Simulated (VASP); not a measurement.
A run of VASP 6.6.1 is set up as follows.

The input INCAR:

```
PREC = Accurate
ENCUT = 520
EDIFF = 1E-7
ISMEAR = -5
SIGMA = 0.1
LREAL = False
LASPH = True
NELM = 60
ALGO = Normal
ISIF = 2
LWAVE = False
LCHARG = False
GGA = PE
NBANDS = 28
```

The input KPOINTS:

```
regular mesh
0
Gamma
  6 6 6
```

File POSCAR:

```
BeGa3
1.0
   -2.0436200000      2.0436200000      3.7906850000
    2.0436200000     -2.0436200000      3.7906850000
    2.0436200000      2.0436200000     -3.7906850000
Be Ga
1 3
Direct
    0.0000000000      0.0000000000      0.0000000000
    0.7500000000      0.2500000000      0.5000000000
    0.2500000000      0.7500000000      0.5000000000
    0.5000000000      0.5000000000      0.0000000000
```

Potentials or basis: VASP PAW PBE potentials, release 64 (Be, Ga_d).

Command:

```console
$ cat potpaw_PBE.64/Be/POTCAR potpaw_PBE.64/Ga_d/POTCAR > POTCAR
$ mpirun -np 1 vasp_std > vasp.out
```

Q: What does it give for the band gap on the k mesh?

A: Zero (an odd number of electrons rules out a gap without spin polarisation).

Q: What does it give for the pressure?

A: 0.4 GPa.

Stress tensor (GPa, compression positive):
```
0.56 0.00 0.00
0.00 0.56 0.00
0.00 0.00 0.21
```

Caveat: tetrahedron occupations give inexact forces and stress in metals.
